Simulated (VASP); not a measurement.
Crystal: Al.

```
CELL_PARAMETERS angstrom
2.78887 0.00000 0.00000
-1.39443 2.41523 0.00000
0.00000 0.00000 9.06184
ATOMIC_POSITIONS crystal
Al 0.66667 0.33333 0.75000
Al 0.00000 0.00000 0.50000
Al 0.33333 0.66667 0.25000
Al 0.00000 0.00000 0.00000
```

Base run:

- Program: VASP 6.6.1
- Functional: r2SCAN
- Potentials or basis: VASP PAW PBE potentials, release 64 (Al)
- Cutoff: 520 eV
- k mesh: 11 × 11 × 3
- Occupations: fermi-dirac, width 0.05 eV
- Spin: no spin polarisation

Its results: band gap on the k mesh zero (band 6 reaches 13.19 eV, above the bottom of band 7 at 6.87 eV); pressure 4.2 GPa.

**Question.** The run is repeated on the same cell with these changes: functional from r2SCAN to LDA; potentials or basis from VASP PAW PBE potentials, release 64 (Al) to VASP PAW LDA potentials, release 64 (Al). What comes out?

**Answer.** Band gap on the k mesh zero (band 6 reaches 12.71 eV, above the bottom of band 7 at 6.66 eV); pressure 3.7 GPa.

Caveats: the PAW data sets were made with another functional, which shifts forces and pressure a little (some runs).
